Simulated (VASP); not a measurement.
Input of a VASP 6.6.1 run:

POSCAR

```
Zn
1.0
    2.5900760000      0.0000000000      0.0000000000
   -1.2950380000      2.2430720000      0.0000000000
    0.0000000000      0.0000000000      4.9150760000
Zn
2
Direct
    0.3333330000      0.6666670000      0.2500000000
    0.6666670000      0.3333330000      0.7500000000
```

File INCAR.step1:

```
PREC = Accurate ; ENCUT = 520
ISMEAR = -1 ; SIGMA = 0.05
LREAL = F ; LASPH = T
NELM = 100 ; NBANDS = 19
GGA = PE ; ALGO = Normal
EDIFF = 1E-4 ; LWAVE = T
LCHARG = F
```

Contents of INCAR.step2:

```
PREC = Accurate ; ENCUT = 520
EDIFF = 1E-7 ; ISMEAR = -1
SIGMA = 0.05 ; LREAL = F
LASPH = T ; NELM = 100
ALGO = Normal ; ISIF = 2
LWAVE = F ; LCHARG = F
METAGGA = R2SCAN ; LMIXTAU = T
NBANDS = 19 ; ISTART = 1
```

KPOINTS

```
Automatic mesh
0
Gamma
  13 13 6
```

Potentials or basis: VASP PAW PBE potentials, release 64 (Zn).

Launch:

```bash
$ cat potpaw_PBE.64/Zn/POTCAR > POTCAR
$ cp INCAR.step1 INCAR
$ mpirun -np 1 vasp_std > vasp.out
$ cp INCAR.step2 INCAR
$ mpirun -np 1 vasp_std > vasp.out
```

Task: What does it give for the band gap on the k mesh?

Result: Zero (band 12 reaches 4.64 eV, above the bottom of band 13 at 0.09 eV).

Task: What does it give for the pressure?

Result: 1.8 GPa.

Stress tensor (GPa, compression positive):
```
 2.99  0.00  0.00
 0.00  2.99  0.00
 0.00  0.00 -0.54
```

Caveat: the PAW data sets were made with another functional, which shifts forces and pressure a little.
